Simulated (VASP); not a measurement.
RbLa2Cl2:

```
Rb La Cl
1.0
     5.36391    0.00000    0.00000
    -2.68196    4.64529    0.00000
     0.00000    0.00000    7.22684
Rb La Cl
1 2 2
Cartesian
  0.0000 0.0000 3.6134
  0.0000 3.0969 3.6134
  2.6820 1.5484 3.6134
  0.0000 3.0969 0.0000
  2.6820 1.5484 0.0000
```

| Item | Value |
| --- | --- |
| Program | VASP 6.6.1 |
| Task | relaxation of cell and atoms |
| Functional | PBE |
| Potentials or basis | VASP PAW PBE potentials, release 64 (Rb_sv, La, Cl) |
| Cutoff | 600 eV |
| k mesh | 6 × 6 × 4 |
| Occupations | gaussian, width 0.1 eV |
| Spin | no spin polarisation |

At the start: pressure 4.0 GPa; volume 36.01 Å³/atom.

Question: How do energy, volume and symmetry change on relaxing?

Answer: Over 10 steps the energy falls by 1468.8 meV/atom and the volume is 48.91 Å³/atom (+35.8 %); space group P6/mmm (No. 191, to 0.05 Å).

The path:
| step | energy change (eV) | largest force (eV/Å) | pressure (GPa) | volume (Å³) |
| --- | --- | --- | --- | --- |
| 1 | 0.0000 | 0.0000 | 3.98 | 180.07 |
| 2 | -5.6317 | 0.0000 | 0.90 | 199.06 |
| 3 | -7.0020 | 0.0000 | 1.52 | 204.79 |
| 4 | -1.7800 | 0.0000 | 17.76 | 206.34 |
| 5 | -7.0925 | 0.0000 | 2.10 | 205.67 |
| 6 | -7.0896 | 0.0000 | 2.70 | 206.21 |
| 7 | -7.2880 | 0.0000 | -0.01 | 233.01 |
| 8 | -7.2884 | 0.0000 | 0.07 | 231.81 |
| 9 | -7.3408 | 0.0000 | -0.04 | 241.41 |
| 10 | -7.3440 | 0.0000 | -0.06 | 244.53 |

Final structure:
```yaml
crystal:
  lattice:
    - [7.11645, 0.00000, 0.00000]
    - [-3.55823, 6.16303, 0.00000]
    - [0.00000, 0.00000, 5.57530]
  atoms:
    - { symbol: Rb, position: [0.00000, 0.00000, 0.50000] }
    - { symbol: La, position: [0.33333, 0.66667, 0.50000] }
    - { symbol: La, position: [0.66667, 0.33333, 0.50000] }
    - { symbol: Cl, position: [0.33333, 0.66667, 0.00000] }
    - { symbol: Cl, position: [0.66667, 0.33333, 0.00000] }
```

Caveat: the volume moved by over 15 % at a fixed basis, so the end points are rough; an odd number of electrons without spin polarisation forces a metal; a magnetic or distorted state may lie lower.
